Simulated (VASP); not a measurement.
# BP (F-43m) in VASP: further runs

BP is run at these levels: PBE, RPBE+D4; tasks: single point.

Everything below comes from runs of VASP 6.6.1. Logs are shortened: lines on timing, memory, paths and dates and some standing lists are left out, and cuts for length are marked.

## 1. The cell of the first run

Symmetry: F-43m, No. 216, cubic system. The conventional cell has a = 4.538 Å, b = 4.538 Å, c = 4.538 Å, α = 90.00°, β = 90.00°, γ = 90.00°. P (site symmetry -43m) has 4 B at 1.97 Å within 2.6 Å. Within 2.6 Å of B (site symmetry -43m) lie 4 P at 1.97 Å.

## 2. Single point, PBE

File INCAR:

```
PREC = Accurate ; ENCUT = 520
EDIFF = 1E-6 ; ISMEAR = -1
SIGMA = 0.06 ; LREAL = False
LASPH = True ; NELM = 60
ALGO = Normal ; ISIF = 2
LWAVE = False ; LCHARG = True
GGA = PE ; LELF = True
LVHAR = True ; NBANDS = 11
```

File KPOINTS:

```
regular mesh
0
Gamma
  4 4 4
```

File POSCAR:

```
BP
1.0
    0.0000000000      2.2690000000      2.2690000000
    2.2690000000      0.0000000000      2.2690000000
    2.2690000000      2.2690000000      0.0000000000
P B
1 1
Direct
    0.7500000000      0.7500000000      0.7500000000
    0.0000000000      0.0000000000      0.0000000000
```

Potentials or basis: VASP PAW PBE potentials, release 64 (P, B).

Command:

```sh
$ cat potpaw_PBE.64/P/POTCAR potpaw_PBE.64/B/POTCAR > POTCAR
$ mpirun -np 1 vasp_std > vasp.out
```

OUTCAR:

```text
PREC = Accurate
   ENCUT = 520
   EDIFF = 1E-6
   ISMEAR = -1
   LREAL = False
   LASPH = True
   NELM = 60
   ISIF = 2
   GGA = PE

 ion  position               nearest neighbor table
   1  0.750  0.750  0.750-   2 1.97   2 1.97   2 1.97   2 1.97
   2  0.000  0.000  0.000-   1 1.97   1 1.97   1 1.97   1 1.97

  LATTYP: Found a face centered cubic cell.
 ALAT       =     4.5380000000

  Lattice vectors:

 A1 = (   0.0000000000,   2.2690000000,   2.2690000000)
 A2 = (   2.2690000000,   0.0000000000,   2.2690000000)
 A3 = (   2.2690000000,   2.2690000000,   0.0000000000)

Analysis of symmetry for initial positions (statically):
=====================================================================
 Subroutine PRICEL returns:
 Original cell was already a primitive cell.

 Routine SETGRP: Setting up the symmetry group for a
 face centered cubic supercell.

 Subroutine GETGRP returns: Found 24 space group operations
 (whereof 24 operations were pure point group operations)
 out of a pool of 48 trial point group operations.

The static configuration has the point symmetry T_d .

Analysis of symmetry for dynamics (positions and initial velocities):
=====================================================================
 Subroutine PRICEL returns:
 Original cell was already a primitive cell.

 Routine SETGRP: Setting up the symmetry group for a
 face centered cubic supercell.

 Subroutine GETGRP returns: Found 24 space group operations
 (whereof 24 operations were pure point group operations)
 out of a pool of 48 trial point group operations.

The dynamic configuration has the point symmetry T_d .

 Subroutine INISYM returns: Found 24 space group operations
 (whereof 24 operations are pure point group operations),
 and found     1 'primitive' translations

----------------------------------------------------------------------------------------

                                     Primitive cell

  volume of cell :      23.3633

  direct lattice vectors                    reciprocal lattice vectors
     0.000000000  2.269000000  2.269000000    -0.220361393  0.220361393  0.220361393
     2.269000000  0.000000000  2.269000000     0.220361393 -0.220361393  0.220361393
     2.269000000  2.269000000  0.000000000     0.220361393  0.220361393 -0.220361393

  length of vectors
     3.208850573  3.208850573  3.208850573     0.381677128  0.381677128  0.381677128

  position of ions in fractional coordinates (direct lattice)
     0.750000000  0.750000000  0.750000000
     0.000000000  0.000000000  0.000000000

  ion indices of the primitive-cell ions
   primitive index   ion index
                 1           1
                 2           2

----------------------------------------------------------------------------------------

 KPOINTS: regular mesh

Automatic generation of k-mesh.
 Grid dimensions read from file:
 generate k-points for:    4    4    4

 Generating k-lattice:

  Cartesian coordinates                     Fractional coordinates (reciprocal lattice)
    -0.055090348  0.055090348  0.055090348     0.250000000  0.000000000  0.000000000
     0.055090348 -0.055090348  0.055090348     0.000000000  0.250000000  0.000000000
     0.055090348  0.055090348 -0.055090348     0.000000000  0.000000000  0.250000000

  Length of vectors
     0.095419282  0.095419282  0.095419282

  Shift w.r.t. Gamma in fractional coordinates (k-lattice)
     0.000000000  0.000000000  0.000000000

 Subroutine IBZKPT returns following result:
 ===========================================

 Found      8 irreducible k-points:

 Following reciprocal coordinates:
            Coordinates               Weight
  0.000000  0.000000  0.000000      1.000000
  0.250000  0.000000  0.000000      8.000000
  0.500000  0.000000  0.000000      4.000000
  0.250000  0.250000  0.000000      6.000000
  0.500000  0.250000  0.000000     24.000000
 -0.250000  0.250000  0.000000     12.000000
  0.500000  0.500000  0.000000      3.000000
 -0.250000  0.500000  0.250000      6.000000
   k-points           NKPTS =      8   k-points in BZ     NKDIM =      8   number of bands    NBANDS=     11
   number of dos      NEDOS =    301   number of ions     NIONS =      2
   total plane-waves  NPLWV =  13824
   dimension x,y,z NGX =    24 NGY =   24 NGZ =   24
   dimension x,y,z NGXF=    48 NGYF=   48 NGZF=   48
   ions per type =               1   1
   NGX,Y,Z   is equivalent  to a cutoff of  12.43, 12.43, 12.43 a.u.
   NGXF,Y,Z  is equivalent  to a cutoff of  24.87, 24.87, 24.87 a.u.
 SYSTEM =  unknown system
   PREC   = accura    normal or accurate (medium, high low for compatibility)
   ISTART =      0    job   : 0-new  1-cont  2-samecut
   ICHARG =      2    charge: 1-file 2-atom 10-const
   ISPIN  =      1    spin polarized calculation?
   LNONCOLLINEAR =      F non collinear calculations
   LSORBIT =      F    spin-orbit coupling
   LASPH  =      T    aspherical Exc in radial PAW
   ENCUT  =  520.0 eV  38.22 Ry    6.18 a.u.   5.97  5.97  5.97*2*pi/ulx,y,z
   NELM   =     60;   NELMIN=  2; NELMDL= -5     # of ELM steps
   EDIFF  = 0.1E-05   stopping-criterion for ELM
   LREAL  =      F    real-space projection
   EDIFFG = 0.1E-04   stopping-criterion for IOM
   NSW    =      0    number of steps for IOM
   IBRION =     -1    ionic relax: 0-MD 1-quasi-New 2-CG
   NFREE  =      0    steps in history (QN), initial steepest desc. (CG)
   ISIF   =      2    stress and relaxation
   ISYM   =      2    0-nonsym 1-usesym 2-fastsym
   POTIM  = 0.5000    time-step for ionic-motion
   TEBEG  =    0.0;   TEEND  =   0.0 temperature during run
   PSTRESS=    0.0 pullay stress
   NELECT =       8.0000    total number of electrons
   NUPDOWN=      -1.0000    fix difference up-down
   EMIN   =  10.00;   EMAX   =-10.00  energy-range for DOS
   EFERMI =   0.00;   METHOD = LEGACY
   ISMEAR =    -1;   SIGMA  =   0.06  broadening in eV -4-tet -1-fermi 0-gaus
   EFERMI_NEDOS =   21; number of points for ismear=-14 and -15
   IALGO  =     38    algorithm
   IMIX   =      4    mixing-type and parameters
     AMIX     =   0.40;   BMIX     =  1.00
     AMIX_MAG =   1.60;   BMIX_MAG =  1.00
  volume/ion in A,a.u.               =      11.68        78.83
  Fermi-wavevector in a.u.,A,eV,Ry     =   1.145320  2.164342 17.847562  1.311759
  Thomas-Fermi vector in A             =   2.282009
   LORBIT       =      0    0 simple, 1 ext, 2 COOP (PROOUT), +10 PAW based schemes
   GGA     = PE    functional components
   LHFCALC =     F    Hartree Fock is set to
   AEXX    =    0.0000 exact exchange contribution
   IVDW    =     0    specifies the selected vdW correction
   LEPSILON=     F    determine dielectric tensor
   LRPA    =     F    only Hartree local field effects (RPA)
 non-spin polarized calculation
  energy-cutoff  :      520.00
  volume of cell :       23.36
 maximum number of plane-waves:       637
   NGX = 11   NGY = 11   NGZ = 11

 number of electron       8.0000000 magnetization

 Free energy of the ion-electron system (eV)
  ---------------------------------------------------
  ext. energy  EPLUGINS =         0.00000000
  ---------------------------------------------------
  free energy    TOTEN  =       -12.75888703 eV

  energy without entropy =      -12.75888460  energy(sigma->0) =      -12.75888581

 E-fermi :   8.1294     XC(G=0): -10.8876

 val. band max:        7.4741313782   @ k =   0.0000   0.0000   0.0000
 cond. band min:       8.7848949297   @ k =   0.5000   0.5000   0.0000
 fundamental gap:      1.3107635515
 Fermi energy:         8.1293726508

 k-point     1 :       0.0000    0.0000    0.0000
  band No.  band energies     occupation
      1      -8.0004      2.00000
      2       7.4741      1.99996
      3       7.4741      1.99996
      4       7.4741      1.99996
      5      10.8566      0.00000
      6      10.8566      0.00000
      7      10.8566      0.00000
      8      14.8497      0.00000
      9      18.9757      0.00000
     10      19.5767      0.00000
     11      19.5767      0.00000

 k-point     2 :       0.2500    0.0000    0.0000
  band No.  band energies     occupation
      1      -6.8943      2.00000
      2       2.6181      2.00000
      3       6.3530      2.00000
      4       6.3530      2.00000
      5      11.4667      0.00000
      6      12.2210      0.00000
      7      12.2210      0.00000
      8      17.0815      0.00000
      9      18.4114      0.00000
     10      18.4114      0.00000
     11      20.5046      0.00000

 k-point     3 :       0.5000    0.0000    0.0000
  band No.  band energies     occupation
      1      -4.6736      2.00000
      2      -1.5736      2.00000
      3       5.7119      2.00000
      4       5.7119      2.00000
      5      11.2469      0.00000
      6      12.1665      0.00000
      7      12.1665      0.00000
      8      17.5867      0.00000
      9      22.0812      0.00000
     10      22.0812      0.00000
     11      22.3034      0.00000

 k-point     4 :       0.2500    0.2500    0.0000
  band No.  band energies     occupation
      1      -6.5180      2.00000
      2       3.7744      2.00000
      3       4.7323      2.00000
      4       4.7323      2.00000
      5       9.2701      0.00000
      6      12.4077      0.00000
      7      15.1915      0.00000
      8      15.1915      0.00000
      9      19.5854      0.00000
     10      21.1692      0.00000
     11      22.8701      0.00000

 k-point     5 :       0.5000    0.2500    0.0000
  band No.  band energies     occupation
      1      -4.2757      2.00000
      2      -0.2354      2.00000
      3       2.6865      2.00000
      4       4.2770      2.00000
      5       9.9869      0.00000
      6      13.8923      0.00000
      7      15.6114      0.00000
      8      15.8110      0.00000
      9      20.6438      0.00000
     10      22.2460      0.00000
     11      24.8407      0.00000

 k-point     6 :      -0.2500    0.2500    0.0000
  band No.  band energies     occupation
      1      -5.1749      2.00000
      2       0.9978      2.00000
      3       2.2207      2.00000
      4       5.5331      2.00000
      5      11.3172      0.00000
      6      13.8334      0.00000
      7      14.9892      0.00000
      8      16.2285      0.00000
      9      17.4338      0.00000
     10      20.1423      0.00000
     11      24.9888      0.00000

 k-point     7 :       0.5000    0.5000    0.0000
  band No.  band energies     occupation
      1      -3.1428      2.00000
      2      -1.1180      2.00000
      3       3.3493      2.00000
      4       3.3493      2.00000
      5       8.7849      0.00004
      6       9.1142      0.00000
      7      19.5931      0.00000
      8      19.5931      0.00000
      9      22.7132      0.00000
     10      24.2077      0.00000
     11      25.4530      0.00000

 k-point     8 :      -0.2500    0.5000    0.2500
  band No.  band energies     occupation
      1      -2.8679      2.00000
      2      -0.5898      2.00000
      3       1.7828      2.00000
      4       1.9900      2.00000
      5      12.8010      0.00000
      6      14.2267      0.00000
      7      14.7120      0.00000
      8      14.9151      0.00000
      9      20.3167      0.00000
     10      23.6982      0.00000
     11      23.8400      0.00000

------------------------ aborting loop because EDIFF is reached ----------------------------------------

  FORCE on cell =-STRESS in cart. coord.  units (eV):
  Direction    XX          YY          ZZ          XY          YZ          ZX
  --------------------------------------------------------------------------------------
  -------------------------------------------------------------------------------------
  Total        0.2921535      0.2921535      0.2921535      0.0000000      0.0000000     -0.0000000
  in kB       20.0349471     20.0349471     20.0349471      0.0000000      0.0000000     -0.0000000
  external PRESSURE =      20.0349471 kB  Pullay stress =       0.0000000 kB

 VOLUME and BASIS-vectors are now :
 -----------------------------------------------------------------------------
  energy-cutoff  :      520.00
  volume of cell :       23.36
      direct lattice vectors                 reciprocal lattice vectors
     0.000000000  2.269000000  2.269000000    -0.220361393  0.220361393  0.220361393
     2.269000000  0.000000000  2.269000000     0.220361393 -0.220361393  0.220361393
     2.269000000  2.269000000  0.000000000     0.220361393  0.220361393 -0.220361393

 POSITION                                       TOTAL-FORCE (eV/Angst)
 -----------------------------------------------------------------------------------
      3.40350      3.40350      3.40350        -0.000000     -0.000000     -0.000000
      0.00000      0.00000      0.00000         0.000000      0.000000      0.000000
 -----------------------------------------------------------------------------------
    total drift:                               -0.000000     -0.000000     -0.000000

  FREE ENERGIE OF THE ION-ELECTRON SYSTEM (eV)
  ---------------------------------------------------
  free  energy   TOTEN  =       -12.7588870252 eV

  energy  without entropy=      -12.7588845972  energy(sigma->0) =      -12.75888581
```

It took 2.7 s on 1 thread of AMD EPYC 7R13 (Zen 3), shared host; peak memory 0.1 GiB.

Results:

| Property | Result |
| --- | --- |
| Free energy | -12.7589 eV |
| Pressure | 2.0 GPa |
| Band gap on the k mesh | 1.31 eV (least direct gap 3.38 eV) |

Caveat: the k points lie up to 0.60 Å⁻¹ apart. PBE gaps usually lie below the measured ones, often by a third to a half.

(Part 1 of 2 ends here.)
